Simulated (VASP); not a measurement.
Write the native input for VASP 6.6.1 that does the following.

| Item | Value |
| --- | --- |
| Task | single point |
| Functional | PBE |
| Potentials or basis | VASP PAW PBE potentials, release 64 (Ca_sv, Se) |
| Cutoff | 520 eV |
| k mesh | 6 × 6 × 6 |
| Occupations | methfessel-paxton, width 0.02 eV |
| Spin | no spin polarisation |
| Dipole correction | no |
| Further INCAR settings | ALGO = Normal; EDIFF = 1e-06; NBANDS = 15 |

The structure of CaSe lies in POSCAR:

```
CaSe
1.0
    0.0000000000      2.9560000000      2.9560000000
    2.9560000000      0.0000000000      2.9560000000
    2.9560000000      2.9560000000      0.0000000000
Ca Se
1 1
Direct
    0.0000000000      0.0000000000      0.0000000000
    0.5000000000      0.5000000000      0.5000000000
```

One way to write it, as run:

INCAR

```
SYSTEM = CaSe
ALGO = Normal
EDIFF = 1E-6
ENCUT = 520
GGA = PE
ISIF = 2
ISMEAR = 1
LASPH = .True.
LCHARG = .True.
LELF = .True.
LREAL = .False.
LVHAR = .True.
LWAVE = .False.
NBANDS = 15
NELM = 100
PREC = Accurate
SIGMA = 0.02
```

KPOINTS

```
k-points
0
Gamma
  6 6 6
  0 0 0
```

Potentials or basis: VASP PAW PBE potentials, release 64 (Ca_sv, Se).

Launch:

```sh
$ cat potpaw_PBE.64/Ca_sv/POTCAR potpaw_PBE.64/Se/POTCAR > POTCAR
$ mpirun -np 1 vasp_std > vasp.out
```

It gave:

- Pressure: 1.4 GPa
- Band gap on the k mesh: 2.02 eV, indirect (least direct gap 2.96 eV)

Run time: 5.9 s on 1 thread of Intel(R) Xeon(R) 6975P-C (Granite Rapids), with other jobs on the host, peak memory 0.17 GiB.
